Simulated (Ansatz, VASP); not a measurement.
One calculation of Si5F, two programs

```xyz
6
Lattice="4.3493 0.0000 0.0000 -2.1746 3.7666 0.0000 0.0000 0.0000 5.1367" Properties=species:S:1:pos:R:3 pbc="T T T"
Si    0.0000    2.5111    3.7996
Si    0.0000    2.5111    1.3371
Si    2.1746    1.2555    1.3371
Si    2.1746    1.2555    3.7996
Si    0.0000    0.0000    0.0000
F     0.0000    0.0000    2.5683
```

Alike in both runs: functional PBE; k mesh 6 × 6 × 4; occupations gaussian, width 0.1 eV; no spin polarisation.

Ansatz relaxed the structure, and its values are those at the end. VASP's run is a single point on that final structure, the one shown.

|  | VASP | Ansatz |
| --- | --- | --- |
| version | VASP 6.6.1 | Ansatz 0.2.0 |
| potentials or method | VASP PAW PBE potentials, release 64 (Si, F), cutoff 520 eV | scalar-relativistic, plane waves, PAW |
| valence electrons in the cell | 27 | 27 |

```tsv
	VASP	Ansatz	Ansatz less VASP
gap on the k mesh at the Fermi level (eV)	none	none	-
pressure (GPa)	-0.2	-0.1	+0.10
```

A gap of «none» marks a metal or a gap that the smearing closes. The functional is the same, so the differences come from potentials, cutoffs and numerics.
